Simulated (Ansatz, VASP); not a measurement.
# Cd5HgTe6 in VASP and in Ansatz

```
Cd Hg Te
1.0
     4.37152    0.00000    0.00000
     0.00000    4.37152    0.00000
     0.00000    0.00000   18.54680
Cd Hg Te
5 1 6
Direct
  0.00000 0.00000 0.83333
  0.00000 0.00000 0.16667
  0.50000 0.50000 0.33333
  0.00000 0.00000 0.50000
  0.50000 0.50000 0.66667
  0.50000 0.50000 0.00000
  0.50000 0.00000 0.08333
  0.00000 0.50000 0.25000
  0.50000 0.00000 0.41667
  0.00000 0.50000 0.58333
  0.50000 0.00000 0.75000
  0.00000 0.50000 0.91667
```

Alike in both runs: task single point; functional PBE; k mesh 4 × 4 × 1; occupations gaussian, width 0.1 eV; no spin polarisation.

```csv
,VASP,Ansatz
version,VASP 6.6.1,Ansatz 0.2.0
potentials or method,"VASP PAW PBE potentials, release 64 (Cd, Hg, Te), cutoff 520 eV","scalar-relativistic, plane waves, PAW"
valence electrons in the cell,108,216
```

|  | VASP | Ansatz | Ansatz less VASP |
| --- | --- | --- | --- |
| gap on the k mesh at the Fermi level (eV) | 0.89 | 0.88 | -0.005 |
| least direct gap on the mesh (eV) | 0.89 | 0.88 | -0.005 |
| pressure (GPa) | 12.3 | 12.1 | -0.23 |
| traceless stress, the component that is largest in VASP (GPa) | -0.25 | -0.25 | +0.001 |
| rms of the force components (eV/Å) | 0.048 | 0.048 | +0.0004 |

Atom by atom the forces differ by 0.000 eV/Å (rms over components). VASP's potentials hold 108 valence electrons a cell and Ansatz's 216, so a difference there can come from the potentials and not from the codes.

Neither program's run includes spin-orbit coupling.
